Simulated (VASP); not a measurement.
# Al4CoNi3 (Im-3m) in VASP: single point with PBE

Aim: the single point of Al4CoNi3 with PBE.

All numbers are computed with VASP 6.6.1; they aren't measurements. Logs are shortened: lines on timing, memory, paths and dates and some standing lists are left out, and cuts for length are marked.

## Step 1: The cell of the first run

The structure is cubic, space group Im-3m (No. 229). Conventional cell: a = 5.774 Å, b = 5.774 Å, c = 5.774 Å, α = 90.00°, β = 90.00°, γ = 90.00°. Within 3.3 Å of Al (site symmetry -3m) lie 6 Ni at 2.50 Å and 2 Co at 2.50 Å and 6 Al at 2.89 Å. Ni (site symmetry 4/mmm) has 8 Al at 2.50 Å and 4 Ni at 2.89 Å and 2 Co at 2.89 Å within 3.3 Å. Within 3.3 Å of Co (site symmetry m-3m) lie 8 Al at 2.50 Å and 6 Ni at 2.89 Å.

## Step 2: Single point, PBE, collinear spin, ferromagnetic start

Input file INCAR:

```
SYSTEM = Al4CoNi3
PREC = Accurate
ENCUT = 520
EDIFF = 1E-6
ISMEAR = 0
SIGMA = 0.1
LREAL = .FALSE.
LASPH = .TRUE.
NELM = 150
ALGO = Fast
ISIF = 2
LWAVE = .FALSE.
LCHARG = .FALSE.
ISPIN = 2
MAGMOM = 0 0 0 0 0.13 0.13 0.13 0.78
LORBIT = 11
LMAXMIX = 4
GGA = PE
NBANDS = 40
```

Input file KPOINTS:

```
regular mesh
0
G
  10 10 10
  0 0 0
```

Input file POSCAR:

```
Al4CoNi3
1.0
   -2.8867732000      2.8867732000      2.8867732000
    2.8867732000     -2.8867732000      2.8867732000
    2.8867732000      2.8867732000     -2.8867732000
Al Ni Co
4 3 1
Direct
    0.0000000000      0.5000000000      0.0000000000
    0.5000000000      0.5000000000      0.5000000000
    0.0000000000      0.0000000000      0.5000000000
    0.5000000000      0.0000000000      0.0000000000
    0.5000000000      0.0000000000      0.5000000000
    0.5000000000      0.5000000000      0.0000000000
    0.0000000000      0.5000000000      0.5000000000
    0.0000000000      0.0000000000      0.0000000000
```

Potentials or basis: VASP PAW PBE potentials, release 64 (Al, Ni, Co).

On the command line:

```sh
$ cat potpaw_PBE.64/Al/POTCAR potpaw_PBE.64/Ni/POTCAR potpaw_PBE.64/Co/POTCAR > POTCAR
$ mpirun -np 1 vasp_std > vasp.out
```

OUTCAR:

```text
SYSTEM = Al4CoNi3
   PREC = Accurate
   ENCUT = 520
   EDIFF = 1E-6
   ISMEAR = 0
   LREAL = .FALSE.
   LASPH = .TRUE.
   NELM = 150
   ISIF = 2
   ISPIN = 2
   LORBIT = 11
   GGA = PE

 ion  position               nearest neighbor table
   1  0.000  0.500  0.000-   5 2.50   6 2.50   7 2.50   8 2.50   7 2.50   8 2.50   6 2.50   5 2.50
                             4 2.89   3 2.89   2 2.89   2 2.89   4 2.89   3 2.89
   2  0.500  0.500  0.500-   5 2.50   6 2.50   7 2.50   8 2.50   6 2.50   5 2.50   7 2.50   8 2.50
                             4 2.89   4 2.89   1 2.89   1 2.89   3 2.89   3 2.89
   3  0.000  0.000  0.500-   5 2.50   6 2.50   7 2.50   8 2.50   8 2.50   7 2.50   5 2.50   6 2.50
                             4 2.89   1 2.89   1 2.89   4 2.89   2 2.89   2 2.89
   4  0.500  0.000  0.000-   5 2.50   6 2.50   7 2.50   8 2.50   5 2.50   6 2.50   8 2.50   7 2.50
                             3 2.89   2 2.89   1 2.89   3 2.89   1 2.89   2 2.89
   5  0.500  0.000  0.500-   1 2.50   2 2.50   3 2.50   4 2.50   4 2.50   2 2.50   3 2.50   1 2.50
                             7 2.89   6 2.89   8 2.89   8 2.89   7 2.89   6 2.89
   6  0.500  0.500  0.000-   1 2.50   2 2.50   3 2.50   4 2.50   2 2.50   4 2.50   1 2.50   3 2.50
                             7 2.89   5 2.89   8 2.89   7 2.89   8 2.89   5 2.89
   7  0.000  0.500  0.500-   1 2.50   2 2.50   3 2.50   4 2.50   1 2.50   3 2.50   2 2.50   4 2.50
                             6 2.89   8 2.89   8 2.89   6 2.89   5 2.89   5 2.89
   8  0.000  0.000  0.000-   1 2.50   2 2.50   3 2.50   4 2.50   3 2.50   1 2.50   4 2.50   2 2.50
                             6 2.89   7 2.89   7 2.89   5 2.89   6 2.89   5 2.89

  LATTYP: Found a body centered cubic cell.
 ALAT       =     5.7735464000

  Lattice vectors:

 A1 = (  -2.8867732000,   2.8867732000,   2.8867732000)
 A2 = (   2.8867732000,  -2.8867732000,   2.8867732000)
 A3 = (   2.8867732000,   2.8867732000,  -2.8867732000)

Analysis of symmetry for initial positions (statically):
=====================================================================
 Subroutine PRICEL returns:
 Original cell was already a primitive cell.

 Routine SETGRP: Setting up the symmetry group for a
 body centered cubic supercell.

 Subroutine GETGRP returns: Found 48 space group operations
 (whereof 48 operations were pure point group operations)
 out of a pool of 48 trial point group operations.

The static configuration has the point symmetry O_h .

Analysis of symmetry for dynamics (positions and initial velocities):
=====================================================================
 Subroutine PRICEL returns:
 Original cell was already a primitive cell.

 Routine SETGRP: Setting up the symmetry group for a
 body centered cubic supercell.

 Subroutine GETGRP returns: Found 48 space group operations
 (whereof 48 operations were pure point group operations)
 out of a pool of 48 trial point group operations.

The dynamic configuration has the point symmetry O_h .

Analysis of structural, dynamic, and magnetic symmetry:
=====================================================================
 Subroutine PRICEL returns:
 Original cell was already a primitive cell.

 Routine SETGRP: Setting up the symmetry group for a
 body centered cubic supercell.

 Subroutine GETGRP returns: Found 48 space group operations
 (whereof 48 operations were pure point group operations)
 out of a pool of 48 trial point group operations.

The overall configuration has the point symmetry O_h .

 Subroutine INISYM returns: Found 48 space group operations
 (whereof 48 operations are pure point group operations),
 and found     1 'primitive' translations

----------------------------------------------------------------------------------------

                                     Primitive cell

  volume of cell :      96.2272

  direct lattice vectors                    reciprocal lattice vectors
    -2.886773200  2.886773200  2.886773200     0.000000000  0.173203770  0.173203770
     2.886773200 -2.886773200  2.886773200     0.173203770  0.000000000  0.173203770
     2.886773200  2.886773200 -2.886773200     0.173203770  0.173203770  0.000000000

  length of vectors
     5.000037852  5.000037852  5.000037852     0.244947120  0.244947120  0.244947120

  position of ions in fractional coordinates (direct lattice)
     0.000000000  0.500000000  0.000000000
     0.500000000  0.500000000  0.500000000
     0.000000000  0.000000000  0.500000000
     0.500000000  0.000000000  0.000000000
     0.500000000  0.000000000  0.500000000
[... 73 lines left out ...]
   ions per type =               4   3   1
   NGX,Y,Z   is equivalent  to a cutoff of  13.30, 13.30, 13.30 a.u.
   NGXF,Y,Z  is equivalent  to a cutoff of  26.60, 26.60, 26.60 a.u.
 SYSTEM =  Al4CoNi3
   PREC   = accura    normal or accurate (medium, high low for compatibility)
   ISTART =      0    job   : 0-new  1-cont  2-samecut
   ICHARG =      2    charge: 1-file 2-atom 10-const
   ISPIN  =      2    spin polarized calculation?
   LNONCOLLINEAR =      F non collinear calculations
   LSORBIT =      F    spin-orbit coupling
   LASPH  =      T    aspherical Exc in radial PAW
   ENCUT  =  520.0 eV  38.22 Ry    6.18 a.u.   9.30  9.30  9.30*2*pi/ulx,y,z
   NELM   =    150;   NELMIN=  2; NELMDL= -5     # of ELM steps
   EDIFF  = 0.1E-05   stopping-criterion for ELM
   LREAL  =      F    real-space projection
[... 7 lines left out ...]
   TEBEG  =    0.0;   TEEND  =   0.0 temperature during run
   PSTRESS=    0.0 pullay stress
   NELECT =      51.0000    total number of electrons
   NUPDOWN=      -1.0000    fix difference up-down
   EMIN   =  10.00;   EMAX   =-10.00  energy-range for DOS
   EFERMI =   0.00;   METHOD = LEGACY
   ISMEAR =     0;   SIGMA  =   0.10  broadening in eV -4-tet -1-fermi 0-gaus
   EFERMI_NEDOS =   21; number of points for ismear=-14 and -15
   IALGO  =     68    algorithm
   IMIX   =      4    mixing-type and parameters
     AMIX     =   0.40;   BMIX     =  1.00
     AMIX_MAG =   1.60;   BMIX_MAG =  1.00
  volume/ion in A,a.u.               =      12.03        81.17
  Fermi-wavevector in a.u.,A,eV,Ry     =   1.324846  2.503597 23.881194  1.755218
  Thomas-Fermi vector in A             =   2.454351
   LORBIT       =     11    0 simple, 1 ext, 2 COOP (PROOUT), +10 PAW based schemes
   GGA     = PE    functional components
   LHFCALC =     F    Hartree Fock is set to
   AEXX    =    0.0000 exact exchange contribution
   IVDW    =     0    specifies the selected vdW correction
   LEPSILON=     F    determine dielectric tensor
   LRPA    =     F    only Hartree local field effects (RPA)
 spin polarized calculation
 RMM-DIIS sequential band-by-band and
 Gauss-broadening in eV      SIGMA  =   0.10
  energy-cutoff  :      520.00
  volume of cell :       96.23
 maximum number of plane-waves:      2608
 NGX is ok and might be reduce to    40
   NGX = 19   NGY = 19   NGZ = 19

 number of electron      51.0000039 magnetization       0.9445857

 Free energy of the ion-electron system (eV)
  ---------------------------------------------------
  ext. energy  EPLUGINS =         0.00000000
  ---------------------------------------------------
  free energy    TOTEN  =       -43.51343290 eV

  energy without entropy =      -43.49291869  energy(sigma->0) =      -43.50317580

 E-fermi :  10.0064     XC(G=0): -12.0348

 val. band max:       10.0019195431   @ k =  -0.4000   0.4000   0.1000
 cond. band min:      10.0076401442   @ k =   0.2000   0.1000   0.1000
 fundamental gap:      0.0057206011
 Fermi energy:        10.0063553625

 spin component 1

 k-point     1 :       0.0000    0.0000    0.0000
  band No.  band energies     occupation
      1      -1.0496      1.00000
      2       4.7128      1.00000
      3       4.7128      1.00000
      4       4.7128      1.00000
      5       6.6041      1.00000
      6       6.6041      1.00000
[... 949 lines left out ...]
     36      16.6885      0.00000
     37      17.9375      0.00000

 [... further k-points ...]

 spin component 2

 k-point     1 :       0.0000    0.0000    0.0000
  band No.  band energies     occupation
      1      -1.0454      1.00000
      2       4.7608      1.00000
      3       4.7608      1.00000
      4       4.7608      1.00000
      5       6.7271      1.00000
      6       6.7271      1.00000
[... 949 lines left out ...]
     36      16.7027      0.00000
     37      17.9524      0.00000

 [... further k-points ...]

 [bands above 37 left out]

------------------------ aborting loop because EDIFF is reached ----------------------------------------

  FORCE on cell =-STRESS in cart. coord.  units (eV):
  Direction    XX          YY          ZZ          XY          YZ          ZX
  --------------------------------------------------------------------------------------
  -------------------------------------------------------------------------------------
  Total       -0.0374169     -0.0374169     -0.0374169     -0.0000000      0.0000000      0.0000000
  in kB       -0.6229889     -0.6229889     -0.6229889     -0.0000000      0.0000000      0.0000000
  external PRESSURE =      -0.6229889 kB  Pullay stress =       0.0000000 kB

 VOLUME and BASIS-vectors are now :
 -----------------------------------------------------------------------------
  energy-cutoff  :      520.00
  volume of cell :       96.23
      direct lattice vectors                 reciprocal lattice vectors
    -2.886773200  2.886773200  2.886773200     0.000000000  0.173203770  0.173203770
     2.886773200 -2.886773200  2.886773200     0.173203770  0.000000000  0.173203770
     2.886773200  2.886773200 -2.886773200     0.173203770  0.173203770  0.000000000

 POSITION                                       TOTAL-FORCE (eV/Angst)
 -----------------------------------------------------------------------------------
      1.44339     -1.44339      1.44339        -0.000000      0.000000      0.000000
      1.44339      1.44339      1.44339        -0.000000      0.000000      0.000000
      1.44339      1.44339     -1.44339        -0.000000      0.000000     -0.000000
     -1.44339      1.44339      1.44339        -0.000000      0.000000      0.000000
      0.00000      2.88677      0.00000         0.000000     -0.000000     -0.000000
      0.00000      0.00000      2.88677         0.000000     -0.000000      0.000000
      2.88677      0.00000      0.00000         0.000000     -0.000000      0.000000
      0.00000      0.00000      0.00000        -0.000000      0.000000      0.000000
 -----------------------------------------------------------------------------------
    total drift:                               -0.000000     -0.000000      0.000000

  FREE ENERGIE OF THE ION-ELECTRON SYSTEM (eV)
  ---------------------------------------------------
  free  energy   TOTEN  =       -43.5134329021 eV

  energy  without entropy=      -43.4929186940  energy(sigma->0) =      -43.50317580

 total charge

# of ion       s       p       d       tot
------------------------------------------
    1        0.385   0.412   0.000   0.797
    2        0.385   0.412   0.000   0.797
    3        0.385   0.412   0.000   0.797
    4        0.385   0.412   0.000   0.797
    5        0.472   0.513   8.465   9.450
    6        0.472   0.513   8.465   9.450
    7        0.472   0.513   8.465   9.450
    8        0.430   0.475   7.474   8.379
--------------------------------------------------
tot          3.388   3.663  32.868  39.919

 magnetization (x)

# of ion       s       p       d       tot
------------------------------------------
    1       -0.001   0.001   0.000   0.000
    2       -0.001   0.001   0.000   0.000
    3       -0.001   0.001   0.000   0.000
    4       -0.001   0.001   0.000   0.000
    5        0.004   0.000   0.078   0.082
    6        0.004   0.000   0.078   0.082
    7        0.004   0.000   0.078   0.082
    8        0.009   0.004   0.712   0.725
--------------------------------------------------
tot          0.020   0.007   0.945   0.972
```

It took 16 min on 1 thread of Intel Xeon 8259CL, shared host; peak memory 0.44 GiB.

What came out:

```yaml
Free_energy: -43.5134 eV
Pressure: -0.1 GPa
Net_moment: 0.94 μB per cell
Site_moments: Al +0.00; Ni +0.08; Co +0.72 μB
Valence_electrons_inside_the_program's_atomic_spheres: Al 0.80; Ni 9.45; Co 8.38
```
